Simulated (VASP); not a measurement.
Input of a VASP 6.6.1 run:

The input INCAR:

```
SYSTEM = SiGe
  PREC = Accurate
  ENCUT = 520
  EDIFF = 1E-7
  ISMEAR = 0
  SIGMA = 0.03
  LREAL = .False.
  LASPH = .True.
  NELM = 80
  ALGO = Normal
  ISIF = 2
  LWAVE = .False.
  LCHARG = .False.
  NBANDS = 26
```

KPOINTS

```
regular mesh
0
Gamma
  12 12 6
  0 0 0
```

Contents of POSCAR:

```
SiGe
1.0
    3.8032931313      0.0000000000      0.0000000000
   -1.9016465657      3.2937484698      0.0000000000
    0.0000000000      0.0000000000      6.8839605677
Si Ge
2 2
Direct
    0.6666666667      0.3333333333      0.8745031008
    0.3333333333      0.6666666667      0.3745031008
    0.6666666667      0.3333333333      0.5004958992
    0.3333333333      0.6666666667      0.0004958992
```

Potentials or basis: VASP PAW LDA potentials, release 64 (Si, Ge_d).

Command:

```bash
$ cat potpaw_LDA.64/Si/POTCAR potpaw_LDA.64/Ge_d/POTCAR > POTCAR
$ mpirun -np 1 vasp_std > vasp.out
```

**Question.** What does it give for the largest force?

**Answer.** 0.525 eV/Å.

**Question.** Estimate the band gap on the k mesh.

**Answer.** 0.11 eV, direct.

Forces on the atoms (eV/Å):
```
Si   0.000  0.000 -0.525
Si   0.000  0.000 -0.525
Ge   0.000  0.000  0.525
Ge   0.000  0.000  0.525
```

 A k mesh can miss the band edges.
